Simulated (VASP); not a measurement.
# Mg2Si3N (P6mm) in VASP: single point with PBE

Aim: the single point of Mg2Si3N with PBE.

All numbers are computed with VASP 6.6.1; they aren't measurements. Logs are shortened: lines on timing, memory, paths and dates and some standing lists are left out, and cuts for length are marked.

## 1. The cell of the first run

Symmetry: P6mm, No. 183, hexagonal system. Conventional cell: a = 4.401 Å, b = 4.401 Å, c = 5.454 Å, α = 90.00°, β = 90.00°, γ = 120.00°. Within 3.4 Å of Mg (site symmetry 3m) lie 3 Mg at 2.54 Å and 3 N at 2.55 Å and 5 Si at 2.67 to 3.24 Å. Within 3.4 Å of Si (site symmetry 3m) lie 6 Si at 2.54 to 2.65 Å and 2 Mg at 2.67 to 2.78 Å. Si (site symmetry 6mm) has 1 N at 1.78 Å within 2.4 Å. N (site symmetry 6mm) has 1 Si at 1.78 Å within 2.4 Å.

The cell was built from a structure type or drawn by symmetry, and may not be a known phase.

## 2. Single point, PBE

The input, INCAR:

```
  PREC = Accurate
  ENCUT = 600
  EDIFF = 1E-6
  ISMEAR = 0
  SIGMA = 0.2
  LREAL = F
  LASPH = T
  NELM = 120
  ALGO = Normal
  ISIF = 2
  LWAVE = F
  LCHARG = F
  GGA = PE
  NBANDS = 20
  GGA_COMPAT = F
```

The input, KPOINTS:

```
Automatic mesh
0
Gamma
  5 5 3
```

The input, POSCAR:

```
Mg2Si3N
1.0
    4.4011401871      0.0000000033      0.0000000000
   -2.2005700964      3.8114992060      0.0000000000
    0.0000000000      0.0000000000      5.4541096383
Mg Si N
2 3 1
Direct
    0.3333333333      0.6666666667      0.3639808571
    0.6666666667      0.3333333333      0.3639808571
    0.3333333333      0.6666666667      0.8741804471
    0.6666666667      0.3333333333      0.8741804471
    0.0000000000      0.0000000000      0.7331328582
    0.0000000000      0.0000000000      0.4075121334
```

Potentials or basis: VASP PAW PBE potentials, release 64 (Mg, Si, N).

Started as:

```console
cat potpaw_PBE.64/Mg/POTCAR potpaw_PBE.64/Si/POTCAR potpaw_PBE.64/N/POTCAR > POTCAR
mpirun -np 1 vasp_std > vasp.out
```

OUTCAR:

```text
PREC = Accurate
   ENCUT = 600
   EDIFF = 1E-6
   ISMEAR = 0
   LREAL = F
   LASPH = T
   NELM = 120
   ISIF = 2
   GGA = PE

 ion  position               nearest neighbor table
   1  0.333  0.667  0.364-   2 2.54   2 2.54   2 2.54   6 2.55   6 2.55   6 2.55   3 2.67   3 2.78
                             5 3.24   5 3.24   5 3.24
   2  0.667  0.333  0.364-   1 2.54   1 2.54   1 2.54   6 2.55   6 2.55   6 2.55   4 2.67   4 2.78
                             5 3.24   5 3.24   5 3.24
   3  0.333  0.667  0.874-   4 2.54   4 2.54   4 2.54   5 2.65   5 2.65   5 2.65   1 2.67   1 2.78

   4  0.667  0.333  0.874-   3 2.54   3 2.54   3 2.54   5 2.65   5 2.65   5 2.65   2 2.67   2 2.78

   5  0.000  0.000  0.733-   6 1.78   4 2.65   3 2.65   4 2.65   3 2.65   4 2.65   3 2.65   2 3.24
                             1 3.24   1 3.24   2 3.24   2 3.24   1 3.24
   6  0.000  0.000  0.408-   5 1.78   2 2.55   1 2.55   2 2.55   1 2.55   2 2.55   1 2.55

  LATTYP: Found a hexagonal cell.
 ALAT       =     4.4011401871
 C/A-ratio  =     1.2392492414

  Lattice vectors:

 A1 = (   4.4011401871,   0.0000000033,   0.0000000000)
 A2 = (  -2.2005700964,   3.8114992060,   0.0000000000)
 A3 = (   0.0000000000,   0.0000000000,   5.4541096383)

Analysis of symmetry for initial positions (statically):
=====================================================================
 Subroutine PRICEL returns:
 Original cell was already a primitive cell.

 Routine SETGRP: Setting up the symmetry group for a
 hexagonal supercell.

 Subroutine GETGRP returns: Found 12 space group operations
 (whereof 12 operations were pure point group operations)
 out of a pool of 24 trial point group operations.

The static configuration has the point symmetry C_6v.

Analysis of symmetry for dynamics (positions and initial velocities):
=====================================================================
 Subroutine PRICEL returns:
 Original cell was already a primitive cell.

 Routine SETGRP: Setting up the symmetry group for a
 hexagonal supercell.

 Subroutine GETGRP returns: Found 12 space group operations
 (whereof 12 operations were pure point group operations)
 out of a pool of 24 trial point group operations.

The dynamic configuration has the point symmetry C_6v.

 Subroutine INISYM returns: Found 12 space group operations
 (whereof 12 operations are pure point group operations),
 and found     1 'primitive' translations

----------------------------------------------------------------------------------------

                                     Primitive cell

  volume of cell :      91.4924

  direct lattice vectors                    reciprocal lattice vectors
     4.401140187  0.000000003  0.000000000     0.227213848  0.131181977  0.000000000
    -2.200570096  3.811499206  0.000000000    -0.000000000  0.262363953  0.000000000
     0.000000000  0.000000000  5.454109638     0.000000000  0.000000000  0.183347983

  length of vectors
     4.401140187  4.401140187  5.454109638     0.262363953  0.262363953  0.183347983

  position of ions in fractional coordinates (direct lattice)
     0.333333333  0.666666667  0.363980857
     0.666666667  0.333333333  0.363980857
     0.333333333  0.666666667  0.874180447
     0.666666667  0.333333333  0.874180447
     0.000000000  0.000000000  0.733132858
     0.000000000  0.000000000  0.407512133

  ion indices of the primitive-cell ions
   primitive index   ion index
                 1           1
                 2           2
                 3           3
                 4           4
                 5           5
                 6           6

----------------------------------------------------------------------------------------

 KPOINTS: Automatic mesh

Automatic generation of k-mesh.
 Grid dimensions read from file:
 generate k-points for:    5    5    3

 Generating k-lattice:

  Cartesian coordinates                     Fractional coordinates (reciprocal lattice)
     0.045442770  0.026236395  0.000000000     0.200000000 -0.000000000  0.000000000
    -0.000000000  0.052472791  0.000000000     0.000000000  0.200000000  0.000000000
     0.000000000  0.000000000  0.061115994     0.000000000  0.000000000  0.333333333

  Length of vectors
     0.052472791  0.052472791  0.061115994

  Shift w.r.t. Gamma in fractional coordinates (k-lattice)
     0.000000000  0.000000000  0.000000000

 Subroutine IBZKPT returns following result:
 ===========================================

 Found     10 irreducible k-points:

 Following reciprocal coordinates:
            Coordinates               Weight
  0.000000  0.000000  0.000000      1.000000
  0.200000  0.000000  0.000000      6.000000
  0.400000  0.000000  0.000000      6.000000
  0.200000  0.200000  0.000000      6.000000
  0.400000  0.200000  0.000000      6.000000
  0.000000  0.000000  0.333333      2.000000
  0.200000  0.000000  0.333333     12.000000
  0.400000  0.000000  0.333333     12.000000
  0.200000  0.200000  0.333333     12.000000
  0.400000  0.200000  0.333333     12.000000
   k-points           NKPTS =     10   k-points in BZ     NKDIM =     10   number of bands    NBANDS=     20
   number of dos      NEDOS =    301   number of ions     NIONS =      6
   total plane-waves  NPLWV =  62208
   dimension x,y,z NGX =    36 NGY =   36 NGZ =   48
   dimension x,y,z NGXF=    72 NGYF=   72 NGZF=   96
   ions per type =               2   3   1
   NGX,Y,Z   is equivalent  to a cutoff of  13.60, 13.60, 14.63 a.u.
   NGXF,Y,Z  is equivalent  to a cutoff of  27.20, 27.20, 29.26 a.u.
 SYSTEM =  unknown system
   PREC   = accura    normal or accurate (medium, high low for compatibility)
   ISTART =      0    job   : 0-new  1-cont  2-samecut
   ICHARG =      2    charge: 1-file 2-atom 10-const
   ISPIN  =      1    spin polarized calculation?
   LNONCOLLINEAR =      F non collinear calculations
   LSORBIT =      F    spin-orbit coupling
   LASPH  =      T    aspherical Exc in radial PAW
   ENCUT  =  600.0 eV  44.10 Ry    6.64 a.u.   8.79  8.79 10.89*2*pi/ulx,y,z
   NELM   =    120;   NELMIN=  2; NELMDL= -5     # of ELM steps
   EDIFF  = 0.1E-05   stopping-criterion for ELM
   LREAL  =      F    real-space projection
   EDIFFG = 0.1E-04   stopping-criterion for IOM
   NSW    =      0    number of steps for IOM
   IBRION =     -1    ionic relax: 0-MD 1-quasi-New 2-CG
   NFREE  =      0    steps in history (QN), initial steepest desc. (CG)
   ISIF   =      2    stress and relaxation
   ISYM   =      2    0-nonsym 1-usesym 2-fastsym
   POTIM  = 0.5000    time-step for ionic-motion
   TEBEG  =    0.0;   TEEND  =   0.0 temperature during run
   PSTRESS=    0.0 pullay stress
   NELECT =      21.0000    total number of electrons
   NUPDOWN=      -1.0000    fix difference up-down
   EMIN   =  10.00;   EMAX   =-10.00  energy-range for DOS
   EFERMI =   0.00;   METHOD = LEGACY
   ISMEAR =     0;   SIGMA  =   0.20  broadening in eV -4-tet -1-fermi 0-gaus
   EFERMI_NEDOS =   21; number of points for ismear=-14 and -15
   IALGO  =     38    algorithm
   IMIX   =      4    mixing-type and parameters
     AMIX     =   0.40;   BMIX     =  1.00
     AMIX_MAG =   1.60;   BMIX_MAG =  1.00
  volume/ion in A,a.u.               =      15.25       102.90
  Fermi-wavevector in a.u.,A,eV,Ry     =   1.002351  1.894168 13.669863  1.004707
  Thomas-Fermi vector in A             =   2.134832
   LORBIT       =      0    0 simple, 1 ext, 2 COOP (PROOUT), +10 PAW based schemes
   GGA     = PE    functional components
   LHFCALC =     F    Hartree Fock is set to
   AEXX    =    0.0000 exact exchange contribution
   IVDW    =     0    specifies the selected vdW correction
   LEPSILON=     F    determine dielectric tensor
   LRPA    =     F    only Hartree local field effects (RPA)
 non-spin polarized calculation
 Gauss-broadening in eV      SIGMA  =   0.20
  energy-cutoff  :      600.00
  volume of cell :       91.49
 maximum number of plane-waves:      3066
 NGX is ok and might be reduce to    36
   NGX = 17   NGY = 17   NGZ = 21

 number of electron      21.0000002 magnetization

 Free energy of the ion-electron system (eV)
  ---------------------------------------------------
  ext. energy  EPLUGINS =         0.00000000
  ---------------------------------------------------
  free energy    TOTEN  =       -25.75735221 eV

  energy without entropy =      -25.70469733  energy(sigma->0) =      -25.73102477

 E-fermi :   6.3584     XC(G=0): -10.1394

 val. band max:        6.3070556366   @ k =   0.2000   0.0000   0.0000
 cond. band min:       6.4503424169   @ k =   0.2000   0.0000   0.3333
 fundamental gap:      0.1432867803
 Fermi energy:         6.3584049924

 k-point     1 :       0.0000    0.0000    0.0000
  band No.  band energies     occupation
      1      -8.6731      2.00000
      2      -5.0254      2.00000
      3      -0.0055      2.00000
      4       2.3607      2.00000
      5       2.3607      2.00000
      6       3.5370      2.00000
[... 12 lines left out ...]
     19      11.8898      0.00000
     20      11.8898      0.00000

 k-point     2 :       0.2000    0.0000    0.0000
  band No.  band energies     occupation
      1      -8.5669      2.00000
      2      -4.7490      2.00000
      3      -0.0742      2.00000
      4       0.6790      2.00000
      5       1.6476      2.00000
      6       2.1090      2.00000
[... 12 lines left out ...]
     19      13.6971      0.00000
     20      13.8297      0.00000
[... 143 lines left out ...]
      3      -0.7948      2.00000
      4      -0.6369      2.00000
      5       0.7936      2.00000
      6       2.2321      2.00000
[... 12 lines left out ...]
     19      12.4038      0.00000
     20      12.4156      0.00000

 k-point    10 :       0.4000    0.2000    0.3333
  band No.  band energies     occupation
      1      -8.3079      2.00000
      2      -3.1112      2.00000
      3      -2.5747      2.00000
      4      -0.9753      2.00000
      5       0.6987      2.00000
      6       1.7211      2.00000
[... 12 lines left out ...]
     19      13.2238      0.00000
     20      13.9319      0.00000

------------------------ aborting loop because EDIFF is reached ----------------------------------------

  FORCE on cell =-STRESS in cart. coord.  units (eV):
  Direction    XX          YY          ZZ          XY          YZ          ZX
  --------------------------------------------------------------------------------------
  -------------------------------------------------------------------------------------
  Total        0.1567826      0.1567826      0.0544706      0.0000000     -0.0000000     -0.0000000
  in kB        2.7455133      2.7455133      0.9538662      0.0000000     -0.0000000     -0.0000000
  external PRESSURE =       2.1482976 kB  Pullay stress =       0.0000000 kB

 VOLUME and BASIS-vectors are now :
 -----------------------------------------------------------------------------
  energy-cutoff  :      600.00
  volume of cell :       91.49
      direct lattice vectors                 reciprocal lattice vectors
     4.401140187  0.000000003  0.000000000     0.227213848  0.131181977  0.000000000
    -2.200570096  3.811499206  0.000000000    -0.000000000  0.262363953  0.000000000
     0.000000000  0.000000000  5.454109638     0.000000000  0.000000000  0.183347983

 POSITION                                       TOTAL-FORCE (eV/Angst)
 -----------------------------------------------------------------------------------
     -0.00000      2.54100      1.98519         0.000000     -0.000000     -0.009469
      2.20057      1.27050      1.98519         0.000000     -0.000000     -0.009469
     -0.00000      2.54100      4.76788         0.000000     -0.000000     -0.007657
      2.20057      1.27050      4.76788        -0.000000      0.000000     -0.007657
      0.00000      0.00000      3.99859        -0.000000      0.000000      0.081645
      0.00000      0.00000      2.22262        -0.000000      0.000000     -0.047392
 -----------------------------------------------------------------------------------
    total drift:                               -0.000000     -0.000000      0.001022

  FREE ENERGIE OF THE ION-ELECTRON SYSTEM (eV)
  ---------------------------------------------------
  free  energy   TOTEN  =       -25.7573522089 eV

  energy  without entropy=      -25.7046973279  energy(sigma->0) =      -25.73102477
```

Wall time 48 s (1 thread of Intel Xeon 8259CL, shared host); peak memory 0.25 GiB.

Results:

- Free energy: -25.7574 eV
- Pressure: 0.2 GPa
- Largest force: 0.082 eV/Å
- Band gap on the k mesh: zero (an odd number of electrons rules out a gap without spin polarisation)

Forces on the atoms (eV/Å):
```
Mg   0.000  0.000 -0.009
Mg   0.000  0.000 -0.009
Si   0.000  0.000 -0.008
Si   0.000  0.000 -0.008
Si   0.000  0.000  0.082
N    0.000  0.000 -0.047
```

Stress tensor (GPa, compression positive):
```
0.27 0.00 0.00
0.00 0.27 0.00
0.00 0.00 0.10
```

Levels at points of the mesh, in eV from the Fermi level:
| k point | band 8 | band 9 | band 10 | band 11 | band 12 | band 13 | band 14 | band 15 |
| --- | --- | --- | --- | --- | --- | --- | --- | --- |
| (0.00, 0.00, 0.00) | -2.80 | -2.47 | -1.50 | -1.04 | -1.04 | -0.10 | 2.27 | 3.53 |

Caveat: the k points lie up to 0.38 Å⁻¹ apart, too coarse for converged energies and pressures of a metal.
